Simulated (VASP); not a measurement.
# Hf3N4 (I-42d) in VASP: relaxation of the atoms with PBE

Aim: the relaxation of the atoms of Hf3N4 with PBE.

All numbers are computed with VASP 6.6.1; they aren't measurements. Logs are shortened: lines on timing, memory, paths and dates and some standing lists are left out, and cuts for length are marked.

**1. The cell of the first run**

It takes space group I-42d (No. 122, tetragonal). The conventional cell has a = 6.701 Å, b = 6.701 Å, c = 6.634 Å, α = 90.00°, β = 90.00°, γ = 90.00°. Within 2.9 Å of Hf (site symmetry 2) lie 8 N at 2.19 to 2.44 Å. Within 2.9 Å of Hf (site symmetry -4) lie 8 N at 2.21 to 2.42 Å. N (site symmetry 1) has 6 Hf at 2.19 to 2.44 Å and 5 N at 2.58 to 2.89 Å within 2.9 Å.

**2. Relaxation of the atoms, PBE (z stretched by -1 %)**

File INCAR:

```
SYSTEM = Hf3N4
PREC = Accurate ; ENCUT = 520
EDIFF = 1E-7 ; ISMEAR = -1
SIGMA = 0.02 ; LREAL = .FALSE.
LASPH = .TRUE. ; NELM = 120
ALGO = Normal ; ISIF = 2
LWAVE = .FALSE. ; LCHARG = .FALSE.
GGA = PE ; IBRION = 2
NSW = 80 ; EDIFFG = -0.02
GGA_COMPAT = .FALSE. ; NELMIN = 4
KPAR = 4
```

File KPOINTS:

```
regular mesh
0
G
  6 6 6
  0 0 0
```

File POSCAR:

```
Hf3N4
1.0
   -3.3505000000      3.3505000000      3.3169950000
    3.3505000000     -3.3505000000      3.3169950000
    3.3505000000      3.3505000000     -3.3169950000
Hf N
6 8
Direct
    0.2500000000      0.6250000000      0.3750000000
    0.3750000000      0.2500000000      0.6250000000
    0.7500000000      0.8750000000      0.1250000000
    0.1250000000      0.7500000000      0.8750000000
    0.6250000000      0.3750000000      0.2500000000
    0.8750000000      0.1250000000      0.7500000000
    0.1355620488      0.1355620488      0.1355620488
    0.8644379512      0.5000000000      0.0000000000
    0.5000000000      0.0000000000      0.3644379512
    0.0000000000      0.8644379512      0.5000000000
    0.3644379512      0.5000000000      0.0000000000
    0.6355620488      0.6355620488      0.6355620488
    0.0000000000      0.3644379512      0.5000000000
    0.5000000000      0.0000000000      0.8644379512
```

Potentials or basis: VASP PAW PBE potentials, release 64 (Hf_pv, N).

Command:

```console
> cat potpaw_PBE.64/Hf_pv/POTCAR potpaw_PBE.64/N/POTCAR > POTCAR
> mpirun -np 4 vasp_std > vasp.out
```

OUTCAR:

```text
SYSTEM = Hf3N4
   PREC = Accurate
   ENCUT = 520
   EDIFF = 1E-7
   ISMEAR = -1
   LREAL = .FALSE.
   LASPH = .TRUE.
   NELM = 120
   ISIF = 2
   GGA = PE
   IBRION = 2
   NSW = 80
   EDIFFG = -0.02
   NELMIN = 4

 ion  position               nearest neighbor table
   1  0.250  0.625  0.375-   9 2.19  13 2.19  12 2.21   8 2.21   7 2.43  11 2.43  14 2.44  10 2.44
                             5 3.11   6 3.11   2 3.13   2 3.13   4 3.13   4 3.13   6 3.13   5 3.13
   2  0.375  0.250  0.625-  10 2.19  12 2.19  11 2.21   9 2.21   8 2.43  14 2.43  13 2.44   7 2.44
                             5 3.11   6 3.11   1 3.13   1 3.13   3 3.13   3 3.13   6 3.13   5 3.13
   3  0.750  0.875  0.125-   7 2.19  11 2.19  10 2.21  14 2.21  13 2.43   9 2.43   8 2.44  12 2.44
                             6 3.11   5 3.11   4 3.13   4 3.13   2 3.13   2 3.13   5 3.13   6 3.13
   4  0.125  0.750  0.875-   8 2.19  14 2.19  13 2.21   7 2.21  10 2.43  12 2.43   9 2.44  11 2.44
                             6 3.11   5 3.11   3 3.13   1 3.13   1 3.13   3 3.13   6 3.13   5 3.13
   5  0.625  0.375  0.250-  11 2.21  12 2.21  13 2.21  14 2.21  10 2.42   9 2.42   7 2.42   8 2.42
                             3 3.11   1 3.11   2 3.11   4 3.11   1 3.13   3 3.13   4 3.13   2 3.13
   6  0.875  0.125  0.750-   7 2.21   8 2.21   9 2.21  10 2.21  11 2.42  12 2.42  13 2.42  14 2.42
                             3 3.11   4 3.11   2 3.11   1 3.11   4 3.13   2 3.13   1 3.13   3 3.13
   7  0.136  0.136  0.136-   3 2.19   4 2.21   6 2.21   5 2.42   1 2.43   2 2.44
   8  0.864  0.500  0.000-   4 2.19   1 2.21   6 2.21   5 2.42   2 2.43   3 2.44
   9  0.500  0.000  0.364-   1 2.19   2 2.21   6 2.21   5 2.42   3 2.43   4 2.44
  10  0.000  0.864  0.500-   2 2.19   3 2.21   6 2.21   5 2.42   4 2.43   1 2.44
  11  0.364  0.500  0.000-   3 2.19   2 2.21   5 2.21   6 2.42   1 2.43   4 2.44
  12  0.636  0.636  0.636-   2 2.19   1 2.21   5 2.21   6 2.42   4 2.43   3 2.44
  13  0.000  0.364  0.500-   1 2.19   4 2.21   5 2.21   6 2.42   3 2.43   2 2.44
  14  0.500  0.000  0.864-   4 2.19   3 2.21   5 2.21   6 2.42   2 2.43   1 2.44

  LATTYP: Found a body centered tetragonal cell.
 ALAT       =     6.7010000000
 C/A-ratio  =     0.9900000000

  Lattice vectors:

 A1 = (  -3.3505000000,   3.3505000000,   3.3169950000)
 A2 = (   3.3505000000,  -3.3505000000,   3.3169950000)
 A3 = (   3.3505000000,   3.3505000000,  -3.3169950000)

Analysis of symmetry for initial positions (statically):
=====================================================================
 Subroutine PRICEL returns:
 Original cell was already a primitive cell.

 Routine SETGRP: Setting up the symmetry group for a
 body centered tetragonal supercell.

 Subroutine GETGRP returns: Found  8 space group operations
 (whereof  1 operations were pure point group operations)
 out of a pool of 16 trial point group operations.

The static configuration has the point symmetry C_1 .
 The point group associated with its full space group is D_2d.

Analysis of symmetry for dynamics (positions and initial velocities):
=====================================================================
 Subroutine PRICEL returns:
 Original cell was already a primitive cell.

 Routine SETGRP: Setting up the symmetry group for a
 body centered tetragonal supercell.

 Subroutine GETGRP returns: Found  8 space group operations
 (whereof  1 operations were pure point group operations)
 out of a pool of 16 trial point group operations.

The dynamic configuration has the point symmetry C_1 .
 The point group associated with its full space group is D_2d.

 Subroutine INISYM returns: Found  8 space group operations
 (whereof  1 operations are pure point group operations),
 and found     1 'primitive' translations

----------------------------------------------------------------------------------------

                                     Primitive cell

  volume of cell :     148.9444

  direct lattice vectors                    reciprocal lattice vectors
    -3.350500000  3.350500000  3.316995000     0.000000000  0.149231458  0.150738846
     3.350500000 -3.350500000  3.316995000     0.149231458  0.000000000  0.150738846
     3.350500000  3.350500000 -3.316995000     0.149231458  0.149231458  0.000000000

  length of vectors
     5.783956806  5.783956806  5.783956806     0.212113715  0.212113715  0.211045152

  position of ions in fractional coordinates (direct lattice)
     0.250000000  0.625000000  0.375000000
     0.375000000  0.250000000  0.625000000
[... 41 lines left out ...]
     0.000000000  0.024871910  0.025123141     0.166666667  0.000000000  0.000000000
     0.024871910  0.000000000  0.025123141     0.000000000  0.166666667  0.000000000
     0.024871910  0.024871910  0.000000000     0.000000000  0.000000000  0.166666667

  Length of vectors
     0.035352286  0.035352286  0.035174192

  Shift w.r.t. Gamma in fractional coordinates (k-lattice)
     0.000000000  0.000000000  0.000000000

 Subroutine IBZKPT returns following result:
 ===========================================

 Found     30 irreducible k-points:

 Following reciprocal coordinates:
            Coordinates               Weight
  0.000000  0.000000  0.000000      1.000000
  0.166667  0.000000  0.000000      8.000000
  0.333333  0.000000  0.000000      8.000000
  0.500000  0.000000  0.000000      4.000000
  0.166667  0.166667  0.000000      8.000000
  0.333333  0.166667  0.000000     16.000000
[... 16 lines left out ...]
 -0.333333 -0.333333  0.166667      8.000000
 -0.166667 -0.333333  0.166667      8.000000
 [... further k-points ...]
   k-points           NKPTS =     30   k-points in BZ     NKDIM =     30   number of bands    NBANDS=     60
   number of dos      NEDOS =    301   number of ions     NIONS =     14
   total plane-waves  NPLWV = 110592
   dimension x,y,z NGX =    48 NGY =   48 NGZ =   48
   dimension x,y,z NGXF=    96 NGYF=   96 NGZF=   96
   ions per type =               6   8
   NGX,Y,Z   is equivalent  to a cutoff of  13.80, 13.80, 13.80 a.u.
   NGXF,Y,Z  is equivalent  to a cutoff of  27.59, 27.59, 27.59 a.u.
 SYSTEM =  Hf3N4
   PREC   = accura    normal or accurate (medium, high low for compatibility)
   ISTART =      0    job   : 0-new  1-cont  2-samecut
   ICHARG =      2    charge: 1-file 2-atom 10-const
   ISPIN  =      1    spin polarized calculation?
   LNONCOLLINEAR =      F non collinear calculations
   LSORBIT =      F    spin-orbit coupling
   LASPH  =      T    aspherical Exc in radial PAW
   ENCUT  =  520.0 eV  38.22 Ry    6.18 a.u.  10.75 10.75 10.75*2*pi/ulx,y,z
   NELM   =    120;   NELMIN=  4; NELMDL= -5     # of ELM steps
   EDIFF  = 0.1E-06   stopping-criterion for ELM
   LREAL  =      F    real-space projection
   EDIFFG = -.2E-01   stopping-criterion for IOM
   NSW    =     80    number of steps for IOM
   IBRION =      2    ionic relax: 0-MD 1-quasi-New 2-CG
   NFREE  =      1    steps in history (QN), initial steepest desc. (CG)
   ISIF   =      2    stress and relaxation
   ISYM   =      2    0-nonsym 1-usesym 2-fastsym
   POTIM  = 0.5000    time-step for ionic-motion
   TEBEG  =    0.0;   TEEND  =   0.0 temperature during run
   PSTRESS=    0.0 pullay stress
   NELECT =     100.0000    total number of electrons
   NUPDOWN=      -1.0000    fix difference up-down
   EMIN   =  10.00;   EMAX   =-10.00  energy-range for DOS
   EFERMI =   0.00;   METHOD = LEGACY
   ISMEAR =    -1;   SIGMA  =   0.02  broadening in eV -4-tet -1-fermi 0-gaus
   EFERMI_NEDOS =   21; number of points for ismear=-14 and -15
   IALGO  =     38    algorithm
   IMIX   =      4    mixing-type and parameters
     AMIX     =   0.40;   BMIX     =  1.00
     AMIX_MAG =   1.60;   BMIX_MAG =  1.00
  volume/ion in A,a.u.               =      10.64        71.79
  Fermi-wavevector in a.u.,A,eV,Ry     =   1.433508  2.708937 27.959230  2.054945
  Thomas-Fermi vector in A             =   2.553019
   LORBIT       =      0    0 simple, 1 ext, 2 COOP (PROOUT), +10 PAW based schemes
   GGA     = PE    functional components
   LHFCALC =     F    Hartree Fock is set to
   AEXX    =    0.0000 exact exchange contribution
   IVDW    =     0    specifies the selected vdW correction
   LEPSILON=     F    determine dielectric tensor
   LRPA    =     F    only Hartree local field effects (RPA)
 conjugate gradient relaxation of ions
 non-spin polarized calculation
  energy-cutoff  :      520.00
  volume of cell :      148.94
 maximum number of plane-waves:      4045
 NGX is ok and might be reduce to    48
   NGX = 21   NGY = 21   NGZ = 21

--------------------------------------- Ionic step        1  -------------------------------------------

 number of electron      99.9999999 magnetization

 number of electron     100.0000000 magnetization

 Free energy of the ion-electron system (eV)
  ---------------------------------------------------
  ext. energy  EPLUGINS =         0.00000000
  ---------------------------------------------------
  free energy    TOTEN  =      -148.58545788 eV

  energy without entropy =     -148.58545788  energy(sigma->0) =     -148.58545788

------------------------ aborting loop because EDIFF is reached ----------------------------------------

  FORCE on cell =-STRESS in cart. coord.  units (eV):
  Direction    XX          YY          ZZ          XY          YZ          ZX
  --------------------------------------------------------------------------------------
  -------------------------------------------------------------------------------------
  Total        2.0342117      2.0342117      5.8001511      0.0000000      0.0000000      0.0000000
  in kB       21.8817816     21.8817816     62.3915588      0.0000000      0.0000000      0.0000000
  external PRESSURE =      35.3850407 kB  Pullay stress =       0.0000000 kB
[... 131 lines left out ...]
--------------------------------------- Ionic step        4  -------------------------------------------

 number of electron     100.0000000 magnetization

 Free energy of the ion-electron system (eV)
  ---------------------------------------------------
  ext. energy  EPLUGINS =         0.00000000
  ---------------------------------------------------
  free energy    TOTEN  =      -148.58892968 eV

  energy without entropy =     -148.58892968  energy(sigma->0) =     -148.58892968

 E-fermi :   7.3332     XC(G=0): -12.8288

 val. band max:        6.8639797654   @ k =   0.0000   0.0000   0.0000
 cond. band min:       7.8396021198   @ k =   0.0000   0.0000   0.0000
 fundamental gap:      0.9756223544
 Fermi energy:         7.3332302703

 k-point     1 :       0.0000    0.0000    0.0000
  band No.  band energies     occupation
      1     -23.9058      2.00000
      2     -23.8993      2.00000
      3     -23.8993      2.00000
      4     -23.8180      2.00000
      5     -23.8180      2.00000
      6     -23.7956      2.00000
[... 1501 lines left out ...]
     59      11.3866      0.00000
     60      11.6271      0.00000

 [... further k-points ...]

------------------------ aborting loop because EDIFF is reached ----------------------------------------

  FORCE on cell =-STRESS in cart. coord.  units (eV):
  Direction    XX          YY          ZZ          XY          YZ          ZX
  --------------------------------------------------------------------------------------
  -------------------------------------------------------------------------------------
  Total        2.2114590      2.2114590      5.0530588      0.0000000      0.0000000      0.0000000
  in kB       23.7884101     23.7884101     54.3551729      0.0000000      0.0000000      0.0000000
  external PRESSURE =      33.9773310 kB  Pullay stress =       0.0000000 kB
[... 29 lines left out ...]
  FREE ENERGIE OF THE ION-ELECTRON SYSTEM (eV)
  ---------------------------------------------------
  free  energy   TOTEN  =      -148.5889296837 eV

  energy  without entropy=     -148.5889296837  energy(sigma->0) =     -148.58892968

 reached required accuracy - stopping structural energy minimisation
```

Wall time 7.8 min (4 MPI ranks of Intel Xeon Platinum 8259CL at 2.50GHz (Skylake/Cascade Lake), shared host); peak memory 0.46 GiB.

What came out:

- Free energy: -148.5889 eV
- Energy gained by relaxing: 0.2 meV/atom
- Ionic steps: 4
- Pressure after relaxing: 3.4 GPa
- Largest force after relaxing: 0.018 eV/Å
- Band gap on the k mesh: 0.98 eV

Forces on the atoms (eV/Å):
```
Hf  -0.017  0.000  0.000
Hf   0.000  0.017  0.000
Hf   0.017  0.000  0.000
Hf   0.000 -0.017  0.000
Hf   0.000  0.000  0.000
Hf   0.000  0.000  0.000
N    0.018  0.000  0.003
N    0.000 -0.018 -0.003
N   -0.018  0.000  0.003
N    0.000  0.018 -0.003
N    0.018  0.000 -0.003
N    0.000  0.018  0.003
N   -0.018  0.000 -0.003
N    0.000 -0.018  0.003
```

Step by step:
```csv
step,energy change (eV),largest force (eV/Å),pressure (GPa)
1,0.0000,0.1060,3.54
2,-0.0030,0.0362,3.46
3,-0.0031,0.0297,3.45
4,-0.0035,0.0180,3.40
```

Final structure:
```
CELL_PARAMETERS angstrom
-3.35050 3.35050 3.31699
3.35050 -3.35050 3.31699
3.35050 3.35050 -3.31699
ATOMIC_POSITIONS crystal
Hf 0.25000 0.62387 0.37387
Hf 0.37613 0.25000 0.62613
Hf 0.75000 0.87613 0.12613
Hf 0.12387 0.75000 0.87387
Hf 0.62500 0.37500 0.25000
Hf 0.87500 0.12500 0.75000
N 0.13650 0.13573 0.13579
N 0.86427 0.50006 0.00078
N 0.49994 0.00072 0.36421
N 0.99928 0.86350 0.49922
N 0.36350 0.49928 0.99922
N 0.63573 0.63650 0.63579
N 0.00006 0.36427 0.50078
N 0.50072 0.99994 0.86421
```

Levels at points of the mesh, in eV from the valence-band top:
```csv
k point,band 47,band 48,band 49,band 50,band 51,band 52,band 53,band 54
"(0.00, 0.00, 0.00)",-1.43,-0.09,-0.09,0.00,0.98,1.00,1.66,1.66
"(0.50, 0.00, 0.00)",-1.73,-1.71,-0.89,-0.88,2.36,2.46,2.65,2.69
"(0.50, 0.50, 0.00)",-1.76,-1.76,-0.85,-0.85,2.50,2.50,2.60,2.60
"(0.50, 0.50, 0.50)",-0.62,-0.62,-0.53,-0.53,3.57,3.57,3.62,3.62
```

Caveat: the cell differs from its parent crystal (z stretched by -1 %); spin-orbit coupling is left out, which moves the levels of the heavy elements. A k mesh can miss the band edges.
